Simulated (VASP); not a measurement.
# C19O in VASP: further runs

C19O is run at these levels: PBEsol; tasks: single point.

All numbers are computed with VASP 6.6.1; they aren't measurements. Logs are shortened: lines on timing, memory, paths and dates and some standing lists are left out, and cuts for length are marked.

### 1 The cell of the first run

The cell holds a slab with vacuum, 20 atoms: a = 7.398 Å, b = 7.398 Å, c = 11.000 Å, α = 90.00°, β = 90.00°, γ = 120.00°.

### 2 Single point, PBEsol

INCAR reads:

```
SYSTEM = C19O
PREC     = Accurate       ! precision mode
ENCUT    = 520            ! plane-wave cutoff, eV
EDIFF    = 1E-7           ! SCF threshold, eV
ISMEAR   = -1             ! smearing method
SIGMA    = 0.02           ! smearing width, eV
LREAL    = Auto         
LASPH    = .TRUE.         ! aspherical terms in the spheres
NELM     = 80             ! most SCF steps
ALGO     = Normal         ! electronic algorithm
ISIF     = 2              ! what is computed and relaxed
LWAVE    = .FALSE.        ! write WAVECAR
LCHARG   = .FALSE.        ! write CHGCAR
GGA      = PS             ! functional
NBANDS   = 57             ! bands
```

KPOINTS reads:

```
Automatic mesh
0
G
  2 2 1
  0 0 0
```

POSCAR reads:

```
C19O
1.0
    7.3980000000      0.0000000000      0.0000000000
   -3.6990000000      6.4068560000      0.0000000000
    0.0000000000      0.0000000000     11.0000000000
C O
19 1
Direct
    0.0133595398      0.0093838538      0.0765698182
    0.2340807371      0.1197248697      0.0765680909
    0.0112298612      0.3425708335      0.0766097273
    0.2361610054      0.4550178746      0.0766282727
    0.0131936215      0.6779749693      0.0766357273
    0.2342071529      0.7885110887      0.0766223636
    0.3445889747      0.0092201229      0.0765698182
    0.5695242645      0.1217149254      0.0765130000
    0.3465452345      0.3446565679      0.0765432727
    0.5675791129      0.4551463307      0.0764616364
    0.3466832753      0.6760629551      0.0766213636
    0.5674208262      0.7864261348      0.0765157273
    0.6798868008      0.0113597059      0.0765394545
    0.9008995092      0.1218633601      0.0765738182
    0.6800425214      0.3427192682      0.0764688182
    0.9007224638      0.4530699613      0.0765881818
    0.6779365744      0.6759023459      0.0764645455
    0.9028567167      0.7883465775      0.0765562727
    0.6465057408      0.5640279725      0.3793060909
    0.5473238194      0.6228360681      0.4237047273
```

Potentials or basis: VASP PAW PBE potentials, release 64 (C, O).

Command:

```sh
$ cat potpaw_PBE.64/C/POTCAR potpaw_PBE.64/O/POTCAR > POTCAR
$ mpirun -np 1 vasp_std > vasp.out
```

OUTCAR:

```text
SYSTEM = C19O
   PREC = Accurate
   ENCUT = 520
   EDIFF = 1E-7
   ISMEAR = -1
   LREAL = Auto
   LASPH = .TRUE.
   NELM = 80
   ISIF = 2
   GGA = PS

 ion  position               nearest neighbor table
   1  0.013  0.009  0.077-   2 1.41  18 1.42  14 1.44
   2  0.234  0.120  0.077-   1 1.41   7 1.42   9 1.44
   3  0.011  0.343  0.077-  14 1.41  16 1.42   4 1.44
   4  0.236  0.455  0.077-   9 1.41  11 1.42   3 1.44
   5  0.013  0.678  0.077-  18 1.41   6 1.42  16 1.44
   6  0.234  0.789  0.077-   7 1.41   5 1.42  11 1.44
[... 10 lines left out ...]
  17  0.678  0.676  0.076-  10 1.41  12 1.42  18 1.44
  18  0.903  0.788  0.077-   5 1.41   1 1.42  17 1.44
  19  0.647  0.564  0.379-  20 1.13
  20  0.547  0.623  0.424-  19 1.13

  LATTYP: Found a hexagonal cell.
 ALAT       =     7.3980000000
 C/A-ratio  =     1.4868883482

  Lattice vectors:

 A1 = (   7.3980000000,   0.0000000000,   0.0000000000)
 A2 = (  -3.6990000000,   6.4068560000,   0.0000000000)
 A3 = (   0.0000000000,   0.0000000000,  11.0000000000)

Analysis of symmetry for initial positions (statically):
=====================================================================
 Subroutine PRICEL returns:
 Original cell was already a primitive cell.

 Routine SETGRP: Setting up the symmetry group for a
 hexagonal supercell.

 Subroutine GETGRP returns: Found  1 space group operations
 (whereof  1 operations were pure point group operations)
 out of a pool of 24 trial point group operations.

The static configuration has the point symmetry C_1 .

Analysis of symmetry for dynamics (positions and initial velocities):
=====================================================================
 Subroutine PRICEL returns:
 Original cell was already a primitive cell.

 Routine SETGRP: Setting up the symmetry group for a
 hexagonal supercell.

 Subroutine GETGRP returns: Found  1 space group operations
 (whereof  1 operations were pure point group operations)
 out of a pool of 24 trial point group operations.

The dynamic configuration has the point symmetry C_1 .

 Subroutine INISYM returns: Found  1 space group operations
 (whereof  1 operations are pure point group operations),
 and found     1 'primitive' translations

----------------------------------------------------------------------------------------

[... 109 lines left out ...]
   EDIFFG = 0.1E-05   stopping-criterion for IOM
   NSW    =      0    number of steps for IOM
   IBRION =     -1    ionic relax: 0-MD 1-quasi-New 2-CG
   NFREE  =      0    steps in history (QN), initial steepest desc. (CG)
   ISIF   =      2    stress and relaxation
   ISYM   =      2    0-nonsym 1-usesym 2-fastsym
   POTIM  = 0.5000    time-step for ionic-motion
   TEBEG  =    0.0;   TEEND  =   0.0 temperature during run
   PSTRESS=    0.0 pullay stress
   NELECT =      82.0000    total number of electrons
   NUPDOWN=      -1.0000    fix difference up-down
   EMIN   =  10.00;   EMAX   =-10.00  energy-range for DOS
   EFERMI =   0.00;   METHOD = LEGACY
   ISMEAR =    -1;   SIGMA  =   0.02  broadening in eV -4-tet -1-fermi 0-gaus
   EFERMI_NEDOS =   21; number of points for ismear=-14 and -15
   IALGO  =     38    algorithm
   IMIX   =      4    mixing-type and parameters
     AMIX     =   0.40;   BMIX     =  1.00
     AMIX_MAG =   1.60;   BMIX_MAG =  1.00
  volume/ion in A,a.u.               =      26.07       175.92
  Fermi-wavevector in a.u.,A,eV,Ry     =   0.883681  1.669915 10.624679  0.780892
  Thomas-Fermi vector in A             =   2.004480
   LORBIT       =      0    0 simple, 1 ext, 2 COOP (PROOUT), +10 PAW based schemes
   GGA     = PS    functional components
   LHFCALC =     F    Hartree Fock is set to
   AEXX    =    0.0000 exact exchange contribution
   IVDW    =     0    specifies the selected vdW correction
   LEPSILON=     F    determine dielectric tensor
   LRPA    =     F    only Hartree local field effects (RPA)
 non-spin polarized calculation
  energy-cutoff  :      520.00
  volume of cell :      521.38
 maximum number of plane-waves:     14099
 NGX is ok and might be reduce to    56
   NGX = 27   NGY = 27   NGZ = 41

 number of electron      81.9999999 magnetization

 Free energy of the ion-electron system (eV)
  ---------------------------------------------------
  ext. energy  EPLUGINS =         0.00000000
  ---------------------------------------------------
  free energy    TOTEN  =      -188.27797579 eV

  energy without entropy =     -188.27678693  energy(sigma->0) =     -188.27738136

 E-fermi :  -1.2978     XC(G=0):  -4.5737

 val. band max:       -1.4028461146   @ k =   0.0000   0.0000   0.0000
 cond. band min:      -1.1928159657   @ k =   0.0000   0.0000   0.0000
 fundamental gap:      0.2100301488
 Fermi energy:        -1.2978305251

 k-point     1 :       0.0000    0.0000    0.0000
  band No.  band energies     occupation
      1     -26.2515      2.00000
      2     -20.7811      2.00000
      3     -18.2831      2.00000
      4     -18.2765      2.00000
      5     -18.1566      2.00000
      6     -18.1536      2.00000
[... 213 lines left out ...]
     52       4.2200      0.00000
     53       4.5925      0.00000
 [bands above 53 left out]

------------------------ aborting loop because EDIFF is reached ----------------------------------------

  FORCE on cell =-STRESS in cart. coord.  units (eV):
  Direction    XX          YY          ZZ          XY          YZ          ZX
  --------------------------------------------------------------------------------------
  -------------------------------------------------------------------------------------
  Total       -1.2056636     -1.7935159      0.0864692     -0.3091449      0.1565054     -0.3802589
  in kB       -3.7049704     -5.5114243      0.2657175     -0.9499936      0.4809369     -1.1685249
  external PRESSURE =      -2.9835591 kB  Pullay stress =       0.0000000 kB

 VOLUME and BASIS-vectors are now :
 -----------------------------------------------------------------------------
  energy-cutoff  :      520.00
  volume of cell :      521.38
      direct lattice vectors                 reciprocal lattice vectors
     7.398000000  0.000000000  0.000000000     0.135171668  0.078041398  0.000000000
    -3.699000000  6.406856000  0.000000000     0.000000000  0.156082796  0.000000000
     0.000000000  0.000000000 11.000000000     0.000000000  0.000000000  0.090909091

 POSITION                                       TOTAL-FORCE (eV/Angst)
 -----------------------------------------------------------------------------------
      0.06412      0.06012      0.84227        -0.012721      0.014707      0.001486
      1.28887      0.76706      0.84225        -0.003533      0.006436      0.000701
     -1.18409      2.19480      0.84271         0.007242      0.000194      0.000580
      0.06401      2.91523      0.84291        -0.012010     -0.013289     -0.001091
     -2.41022      4.34369      0.84299         0.002779     -0.010321     -0.002366
     -1.18404      5.05188      0.84285         0.015237     -0.008897      0.003469
[... 12 lines left out ...]
      2.69651      3.61365      4.17237         0.826537     -0.323298     -0.426349
      1.74523      3.99042      4.66075        -0.818185      0.323908      0.418995
 -----------------------------------------------------------------------------------
    total drift:                               -0.000063      0.002147      0.003208

  FREE ENERGIE OF THE ION-ELECTRON SYSTEM (eV)
  ---------------------------------------------------
  free  energy   TOTEN  =      -188.2779757851 eV

  energy  without entropy=     -188.2767869298  energy(sigma->0) =     -188.27738136
```

OSZICAR:

```text
N       E                     dE             d eps       ncg     rms          rms(c)
DAV:   1     0.617311281869E+03    0.61731E+03   -0.34475E+04   472   0.117E+03
DAV:   2    -0.110524657653E+03   -0.72784E+03   -0.70293E+03   655   0.280E+02
DAV:   3    -0.197977990552E+03   -0.87453E+02   -0.86937E+02   544   0.101E+02
[... 15 lines left out ...]
DAV:  19    -0.188277971659E+03   -0.54826E-05   -0.48364E-07   528   0.191E-03    0.483E-04
DAV:  20    -0.188277974028E+03   -0.23685E-05   -0.16650E-07   424   0.111E-03    0.383E-04
DAV:  21    -0.188277975284E+03   -0.12558E-05   -0.11281E-07   448   0.811E-04    0.486E-04
DAV:  22    -0.188277975706E+03   -0.42203E-06   -0.38205E-08   384   0.565E-04    0.192E-04
DAV:  23    -0.188277975785E+03   -0.79392E-07   -0.17047E-08   376   0.401E-04
   1 F= -.18827798E+03 E0= -.18827738E+03  d E =-.118886E-02
```

stdout:

```text
POSCAR found type information on POSCAR C O
 POSCAR found :  2 types and      20 ions
 scaLAPACK will be used
 -----------------------------------------------------------------------------
|                                                                             |
|                                                                             |
|     You enforced a specific xc type in the INCAR file but a different       |
|     I HOPE YOU KNOW WHAT YOU ARE DOING!                                     |
|                                                                             |
 -----------------------------------------------------------------------------

 LDA part: xc-table for (Slater+PW92), standard interpolation
 POSCAR, INCAR and KPOINTS ok, starting setup
 FFT: planning ... GRIDC
 FFT: planning ... GRID_SOFT
 FFT: planning ... GRID
 WAVECAR not read
 entering main loop
```

Run time: 3.1 min. Hardware: 1 thread of AMD EPYC 9R45 (Zen 5), shared host; peak memory 0.55 GiB.

What came out:

```yaml
Free_energy: -188.2780 eV
Largest_force: 0.985 eV/Å
Band_gap_on_the_k_mesh: 0.21 eV
```

Forces in eV/Å, atoms in the order of the input:
```
C   -0.013  0.015  0.001
C   -0.004  0.006  0.001
C    0.007  0.000  0.001
C   -0.012 -0.013 -0.001
C    0.003 -0.010 -0.002
C    0.015 -0.009  0.003
C    0.012  0.007 -0.003
C   -0.013 -0.007  0.004
C   -0.004 -0.006  0.001
C    0.013 -0.008 -0.002
C   -0.014  0.012 -0.002
C    0.003  0.011  0.000
C    0.001 -0.018  0.003
C    0.007  0.000 -0.002
C   -0.012  0.007  0.002
C    0.001  0.017  0.003
C    0.014  0.009  0.002
C   -0.013 -0.012 -0.002
C    0.827 -0.323 -0.426
O   -0.818  0.324  0.419
```

Levels at points of the mesh, in eV from the valence-band top:
```
           k point  band 39  band 40  band 41  band 42  band 43  band 44
(0.00, 0.00, 0.00)    -2.90     0.00     0.00     0.21     0.21     2.42
(0.50, 0.00, 0.00)    -2.54    -2.53    -2.26     1.75     2.38     2.39
(0.00, 0.50, 0.00)    -2.53    -2.53    -2.26     1.75     2.35     2.42
(0.50, 0.50, 0.00)    -2.54    -2.53    -2.26     1.76     2.37     2.41
```

Caveat: the k points lie up to 0.49 Å⁻¹ apart; the PAW data sets were made with another functional, which shifts forces and pressure a little.

### 3 Single point, PBEsol

INCAR reads:

```
SYSTEM = C19O
ALGO     = Normal         ! electronic algorithm
EDIFF    = 1E-6           ! SCF threshold, eV
ENCUT    = 520            ! plane-wave cutoff, eV
GGA      = PS             ! functional
ISIF     = 2              ! what is computed and relaxed
ISMEAR   = -1             ! smearing method
LASPH    = .TRUE.         ! aspherical terms in the spheres
LCHARG   = .FALSE.        ! write CHGCAR
LREAL    = Auto         
LWAVE    = .FALSE.        ! write WAVECAR
NBANDS   = 57             ! bands
NELM     = 80             ! most SCF steps
PREC     = Accurate       ! precision mode
SIGMA    = 0.02           ! smearing width, eV
```

KPOINTS reads:

```
k-points
0
G
  2 2 1
  0 0 0
```

POSCAR reads:

```
C19O
1.0
    7.3980000000      0.0000000000      0.0000000000
   -3.6990000000      6.4068560000      0.0000000000
    0.0000000000      0.0000000000     11.0000000000
C O
19 1
Direct
    0.0149242921      0.0097350401      0.0739460909
    0.2350442536      0.1197876150      0.0739093636
    0.0125862130      0.3422132478      0.0739993636
    0.2373226307      0.4545582108      0.0739840000
    0.0140474913      0.6778224764      0.0740200909
    0.2358721513      0.7887656598      0.0740264545
    0.3459519630      0.0088839206      0.0739290909
    0.5706772754      0.1212699333      0.0738683636
    0.3474160747      0.3445071967      0.0738272727
    0.5692199402      0.4553831083      0.0736823636
    0.3482375216      0.6764025912      0.0740111818
    0.5683707859      0.7864660919      0.0739124545
    0.6807282695      0.0112026866      0.0739326364
    0.9025481346      0.1220995134      0.0739495455
    0.6815693559      0.3430643673      0.0737608182
    0.9016562442      0.4530954028      0.0739477273
    0.6792667413      0.6755221282      0.0737846364
    0.9039965823      0.7878950299      0.0739296364
    0.6299149429      0.5462399967      0.3871462727
    0.6053956616      0.6646110042      0.4390993636
```

Potentials or basis: VASP PAW PBE potentials, release 64 (C, O).

Command:

```sh
$ cat potpaw_PBE.64/C/POTCAR potpaw_PBE.64/O/POTCAR > POTCAR
$ mpirun -np 1 vasp_std > vasp.out
```

Wall time 3 min (1 thread of AMD EPYC 9R45 (Zen 5), shared host); peak memory 0.55 GiB.

Results (log left out):

- Free energy: -188.2743 eV
- Largest force: 0.974 eV/Å
- Band gap on the k mesh: 0.21 eV

Forces in eV/Å, atoms in the order of the input:
```
C   -0.010  0.004 -0.001
C    0.002  0.008 -0.002
C    0.009  0.003 -0.003
C   -0.007 -0.002 -0.003
C    0.004 -0.013  0.001
C    0.008 -0.009  0.001
C    0.007  0.005  0.001
C   -0.013 -0.003  0.001
C   -0.004 -0.010  0.000
C    0.006 -0.002  0.008
C   -0.006  0.003  0.000
C    0.003  0.012  0.001
C    0.001 -0.008  0.001
C    0.007 -0.004 -0.002
C   -0.011  0.000  0.000
C   -0.001  0.009  0.001
C    0.007  0.010  0.002
C   -0.004 -0.003  0.002
C    0.534 -0.648 -0.493
O   -0.531  0.648  0.487
```

Levels at points of the mesh, in eV from the valence-band top:
| k point | band 39 | band 40 | band 41 | band 42 | band 43 | band 44 |
| --- | --- | --- | --- | --- | --- | --- |
| (0.00, 0.00, 0.00) | -2.90 | 0.00 | 0.00 | 0.21 | 0.21 | 2.39 |
| (0.50, 0.00, 0.00) | -2.54 | -2.53 | -2.26 | 1.75 | 2.35 | 2.38 |
| (0.00, 0.50, 0.00) | -2.54 | -2.53 | -2.26 | 1.74 | 2.34 | 2.41 |
| (0.50, 0.50, 0.00) | -2.54 | -2.54 | -2.26 | 1.76 | 2.36 | 2.37 |

Caveat: the k points lie up to 0.49 Å⁻¹ apart; the PAW data sets were made with another functional, which shifts forces and pressure a little.
